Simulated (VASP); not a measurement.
# B3N2Cl (P6/mmm) in VASP: a series of runs

Runs on B3N2Cl. Level: PBE. Tasks: single point, relaxation of cell and atoms.

Everything below comes from runs of VASP 6.6.1. Logs are shortened: lines on timing, memory, paths and dates and some standing lists are left out, and cuts for length are marked.

### Step 1. The cell of the first run

Symmetry: P6/mmm, No. 191, hexagonal system. The conventional cell has a = 4.022 Å, b = 4.022 Å, c = 5.962 Å, α = 90.00°, β = 90.00°, γ = 120.00°. B (site symmetry 6mm) has 1 B at 1.28 Å and 1 Cl at 1.70 Å within 1.7 Å. B (site symmetry 6/mmm) has 2 B at 1.28 Å within 1.7 Å. N (site symmetry -6m2) has 3 Cl at 2.32 Å and 3 N at 2.32 Å and 6 B at 2.88 Å within 3.1 Å. Within 2.4 Å of Cl (site symmetry 6/mmm) lie 2 B at 1.70 Å and 6 N at 2.32 Å.

The cell was generated, and may not be a known phase.

### Step 2. Single point, PBE, collinear spin, ferromagnetic start

File INCAR:

```
SYSTEM = B3N2Cl
PREC = Accurate ; ENCUT = 520
EDIFF = 1E-6 ; ISMEAR = 0
SIGMA = 0.1 ; LREAL = .FALSE.
LASPH = .TRUE. ; NELM = 150
ALGO = Normal ; ISIF = 2
LWAVE = .FALSE. ; LCHARG = .TRUE.
ISPIN = 2 ; MAGMOM = 0 0 0 1 1 0
LORBIT = 11 ; GGA = PE
LELF = .TRUE. ; LVHAR = .TRUE.
NBANDS = 26
```

File KPOINTS:

```
regular mesh
0
G
  6 6 4
  0 0 0
```

File POSCAR:

```
B3N2Cl
1.0
    4.0224454100      0.0000000000      0.0000000000
   -2.0112227000      3.4835399100      0.0000000000
    0.0000000000      0.0000000000      5.9615127500
B N Cl
3 2 1
Direct
    0.0000000000      0.0000000000      0.7849229400
    0.0000000000      0.0000000000      0.2150770600
    0.0000000000      0.0000000000      0.0000000000
    0.3333333300      0.6666666700      0.5000000000
    0.6666666700      0.3333333300      0.5000000000
    0.0000000000      0.0000000000      0.5000000000
```

Potentials or basis: VASP PAW PBE potentials, release 64 (B, N, Cl).

On the command line:

```
cat potpaw_PBE.64/B/POTCAR potpaw_PBE.64/N/POTCAR potpaw_PBE.64/Cl/POTCAR > POTCAR
mpirun -np 1 vasp_std > vasp.out
```

OUTCAR:

```text
SYSTEM = B3N2Cl
   PREC = Accurate
   ENCUT = 520
   EDIFF = 1E-6
   ISMEAR = 0
   LREAL = .FALSE.
   LASPH = .TRUE.
   NELM = 150
   ISIF = 2
   ISPIN = 2
   LORBIT = 11
   GGA = PE

 ion  position               nearest neighbor table
   1  0.000  0.000  0.785-   3 1.28   6 1.70
   2  0.000  0.000  0.215-   3 1.28   6 1.70
   3  0.000  0.000  0.000-   1 1.28   2 1.28
   4  0.333  0.667  0.500-
   5  0.667  0.333  0.500-
   6  0.000  0.000  0.500-   1 1.70   2 1.70

  LATTYP: Found a hexagonal cell.
 ALAT       =     4.0224454100
 C/A-ratio  =     1.4820618162

  Lattice vectors:

 A1 = (   4.0224454100,   0.0000000000,   0.0000000000)
 A2 = (  -2.0112227000,   3.4835399100,   0.0000000000)
 A3 = (   0.0000000000,   0.0000000000,   5.9615127500)

Analysis of symmetry for initial positions (statically):
=====================================================================
 Subroutine PRICEL returns:
 Original cell was already a primitive cell.

 Routine SETGRP: Setting up the symmetry group for a
 hexagonal supercell.

 Subroutine GETGRP returns: Found 24 space group operations
 (whereof 24 operations were pure point group operations)
 out of a pool of 24 trial point group operations.

The static configuration has the point symmetry D_6h.

Analysis of symmetry for dynamics (positions and initial velocities):
=====================================================================
 Subroutine PRICEL returns:
 Original cell was already a primitive cell.

 Routine SETGRP: Setting up the symmetry group for a
 hexagonal supercell.

 Subroutine GETGRP returns: Found 24 space group operations
 (whereof 24 operations were pure point group operations)
 out of a pool of 24 trial point group operations.

The dynamic configuration has the point symmetry D_6h.

Analysis of structural, dynamic, and magnetic symmetry:
=====================================================================
 Subroutine PRICEL returns:
 Original cell was already a primitive cell.

 Routine SETGRP: Setting up the symmetry group for a
 hexagonal supercell.

 Subroutine GETGRP returns: Found 24 space group operations
 (whereof 24 operations were pure point group operations)
 out of a pool of 24 trial point group operations.

[... 132 lines left out ...]
   IVDW    =     0    specifies the selected vdW correction
   LEPSILON=     F    determine dielectric tensor
   LRPA    =     F    only Hartree local field effects (RPA)
 spin polarized calculation
 Gauss-broadening in eV      SIGMA  =   0.10
  energy-cutoff  :      520.00
  volume of cell :       83.53
 maximum number of plane-waves:      2266
 NGX is ok and might be reduce to    30
   NGX = 15   NGY = 15   NGZ = 23

 number of electron      25.9999997 magnetization       2.2324547

 Free energy of the ion-electron system (eV)
  ---------------------------------------------------
  ext. energy  EPLUGINS =         0.00000000
  ---------------------------------------------------
  free energy    TOTEN  =       -18.13391276 eV

  energy without entropy =      -18.11411116  energy(sigma->0) =      -18.12401196

 E-fermi :   1.4554     XC(G=0):  -8.9867

 val. band max:        1.4465894517   @ k =   0.3333   0.1667   0.2500
 cond. band min:       1.4638892890   @ k =   0.0000   0.0000   0.0000
 fundamental gap:      0.0172998373
 Fermi energy:         1.4553572845

 spin component 1

 k-point     1 :       0.0000    0.0000    0.0000
  band No.  band energies     occupation
      1     -19.0898      1.00000
      2     -12.1860      1.00000
      3     -10.1570      1.00000
      4     -10.0349      1.00000
      5      -6.7284      1.00000
      6      -5.8954      1.00000
[... 577 lines left out ...]
     24      12.0655      0.00000
     25      13.3544      0.00000
 Fermi energy:         1.4553572845

 spin component 2

 k-point     1 :       0.0000    0.0000    0.0000
  band No.  band energies     occupation
      1     -18.9170      1.00000
      2     -11.1083      1.00000
      3      -9.9739      1.00000
      4      -8.7070      1.00000
      5      -6.3770      1.00000
      6      -5.7384      1.00000
[... 577 lines left out ...]
     24      12.5019      0.00000
     25      13.5796      0.00000
 [bands above 25 left out]

------------------------ aborting loop because EDIFF is reached ----------------------------------------

  FORCE on cell =-STRESS in cart. coord.  units (eV):
  Direction    XX          YY          ZZ          XY          YZ          ZX
  --------------------------------------------------------------------------------------
  -------------------------------------------------------------------------------------
  Total        1.5098014      1.5098014     33.7077636      0.0000000      0.0000000      0.0000000
  in kB       28.9576273     28.9576272    646.5067969      0.0000000      0.0000000      0.0000000
  external PRESSURE =     234.8073505 kB  Pullay stress =       0.0000000 kB

 VOLUME and BASIS-vectors are now :
 -----------------------------------------------------------------------------
  energy-cutoff  :      520.00
  volume of cell :       83.53
      direct lattice vectors                 reciprocal lattice vectors
     4.022445410  0.000000000  0.000000000     0.248604990  0.143532157  0.000000000
    -2.011222700  3.483539910  0.000000000     0.000000000  0.287064316  0.000000000
     0.000000000  0.000000000  5.961512750     0.000000000  0.000000000  0.167742659

 POSITION                                       TOTAL-FORCE (eV/Angst)
 -----------------------------------------------------------------------------------
      0.00000      0.00000      4.67933        -0.000000      0.000000    -11.745206
      0.00000      0.00000      1.28218        -0.000000     -0.000000     11.745206
      0.00000      0.00000      0.00000        -0.000000     -0.000000      0.000000
     -0.00000      2.32236      2.98076        -0.000000     -0.000000     -0.000000
      2.01122      1.16118      2.98076         0.000000     -0.000000      0.000000
      0.00000      0.00000      2.98076        -0.000000     -0.000000      0.000000
 -----------------------------------------------------------------------------------
    total drift:                               -0.000000      0.000000      0.000000

  FREE ENERGIE OF THE ION-ELECTRON SYSTEM (eV)
  ---------------------------------------------------
  free  energy   TOTEN  =       -18.1339127555 eV

  energy  without entropy=      -18.1141111627  energy(sigma->0) =      -18.12401196

 total charge

# of ion       s       p       d       tot
------------------------------------------
    1        0.876   1.243   0.000   2.119
    2        0.876   1.243   0.000   2.119
    3        0.916   1.660   0.000   2.576
    4        1.394   1.948   0.000   3.341
    5        1.394   1.948   0.000   3.341
    6        1.572   3.477   0.000   5.049
--------------------------------------------------
tot          7.028  11.518   0.000  18.546

 magnetization (x)

# of ion       s       p       d       tot
------------------------------------------
    1       -0.000   0.054   0.000   0.054
    2       -0.000   0.054   0.000   0.054
    3        0.007   0.173   0.000   0.181
    4        0.015   0.612   0.000   0.627
    5        0.015   0.612   0.000   0.627
    6        0.002   0.039   0.000   0.041
--------------------------------------------------
tot          0.040   1.545   0.000   1.584
```

OSZICAR:

```text
N       E                     dE             d eps       ncg     rms          rms(c)
DAV:   1     0.103218929636E+03    0.10322E+03   -0.11771E+04  2184   0.875E+02
DAV:   2    -0.186609187848E+02   -0.12188E+03   -0.11519E+03  2900   0.189E+02
DAV:   3    -0.263739206968E+02   -0.77130E+01   -0.75587E+01  2642   0.438E+01
DAV:   4    -0.264593398359E+02   -0.85419E-01   -0.85353E-01  2540   0.514E+00
DAV:   5    -0.264608507589E+02   -0.15109E-02   -0.15108E-02  2610   0.653E-01    0.159E+01
DAV:   6    -0.187490044758E+02    0.77118E+01   -0.19623E+01  2330   0.227E+01    0.989E+00
DAV:   7    -0.192072451471E+02   -0.45824E+00   -0.26267E+01  2326   0.110E+01    0.703E+00
DAV:   8    -0.181485291017E+02    0.10587E+01   -0.18434E+00  2378   0.560E+00    0.422E+00
DAV:   9    -0.181780046350E+02   -0.29476E-01   -0.10537E+00  2506   0.311E+00    0.305E+00
DAV:  10    -0.181600216552E+02    0.17983E-01   -0.11308E+00  2420   0.262E+00    0.120E+00
DAV:  11    -0.181317012929E+02    0.28320E-01   -0.13522E-01  2420   0.126E+00    0.517E-01
DAV:  12    -0.181354788867E+02   -0.37776E-02   -0.75338E-03  2556   0.369E-01    0.528E-01
DAV:  13    -0.181349624855E+02    0.51640E-03   -0.50302E-03  2552   0.277E-01    0.277E-01
DAV:  14    -0.181342412276E+02    0.72126E-03   -0.14023E-03  2588   0.153E-01    0.138E-01
DAV:  15    -0.181339010657E+02    0.34016E-03   -0.12198E-03  2510   0.124E-01    0.275E-02
DAV:  16    -0.181339120228E+02   -0.10957E-04   -0.64096E-05  2348   0.449E-02    0.197E-02
DAV:  17    -0.181339127555E+02   -0.73266E-06   -0.56333E-06  2532   0.111E-02
   1 F= -.18133913E+02 E0= -.18124012E+02  d E =-.198016E-01  mag=     2.2299
```

stdout:

```text
POSCAR found type information on POSCAR B N Cl
 POSCAR found :  3 types and       6 ions
 scaLAPACK will be used
 LDA part: xc-table for (Slater+PW92), standard interpolation
 POSCAR, INCAR and KPOINTS ok, starting setup
 FFT: planning ... GRIDC
 FFT: planning ... GRID_SOFT
 FFT: planning ... GRID
 WAVECAR not read
 entering main loop
```

It took 66 s on 1 thread of AMD EPYC 9R45 (Zen 5), shared host; peak memory 0.23 GiB.

Results:

| Property | Result |
| --- | --- |
| Free energy | -18.1339 eV |
| Pressure | 23.5 GPa |
| Largest force | 11.745 eV/Å |
| Net moment | 2.23 μB per cell |
| Site moments | B +0.05, +0.18 (each value once); N +0.63; Cl +0.04 μB |
| Valence electrons inside the program's atomic spheres | B 2.12, 2.58 (each value once); N 3.34; Cl 5.05 |

Forces on the atoms (eV/Å):
```
B     0.000   0.000 -11.745
B     0.000   0.000  11.745
B     0.000   0.000   0.000
N     0.000   0.000   0.000
N     0.000   0.000   0.000
Cl    0.000   0.000   0.000
```

Levels at points of the mesh, in eV from the Fermi level:
Spin up:
```
           k point  band 12  band 13  band 14  band 15  band 16  band 17
(0.00, 0.00, 0.00)    -0.71     0.01     0.01     1.70     1.70     1.73
(0.50, 0.00, 0.00)    -1.25    -0.82     0.31     0.37     0.56     1.32
(0.00, 0.00, 0.50)    -0.88    -0.88    -0.72     2.02     2.30     2.30
(0.50, 0.00, 0.50)    -1.21    -0.63    -0.33     0.31     0.48     2.56
```
Spin down:
| k point | band 8 | band 9 | band 10 | band 11 | band 12 | band 13 | band 14 | band 15 | band 16 | band 17 |
| --- | --- | --- | --- | --- | --- | --- | --- | --- | --- | --- |
| (0.00, 0.00, 0.00) | -4.74 | -3.29 | -3.29 | -0.79 | 0.43 | 0.43 | 1.38 | 1.80 | 1.80 | 1.84 |
| (0.50, 0.00, 0.00) | -4.37 | -2.11 | -1.28 | -0.87 | -0.28 | 0.32 | 0.85 | 1.25 | 1.42 | 1.48 |
| (0.00, 0.00, 0.50) | -5.28 | -3.28 | -3.28 | -0.85 | -0.57 | -0.57 | 1.38 | 2.10 | 3.18 | 3.18 |
| (0.50, 0.00, 0.50) | -4.26 | -2.99 | -1.27 | -0.91 | 0.29 | 0.30 | 0.61 | 1.25 | 1.43 | 2.69 |

Caveat: the stress differs along the axes, from 3 to 65 GPa; forces of over 1 eV/Å act on the atoms, so gaps and moduli don't describe the material at rest.

(Part 1 of 2 ends here.)
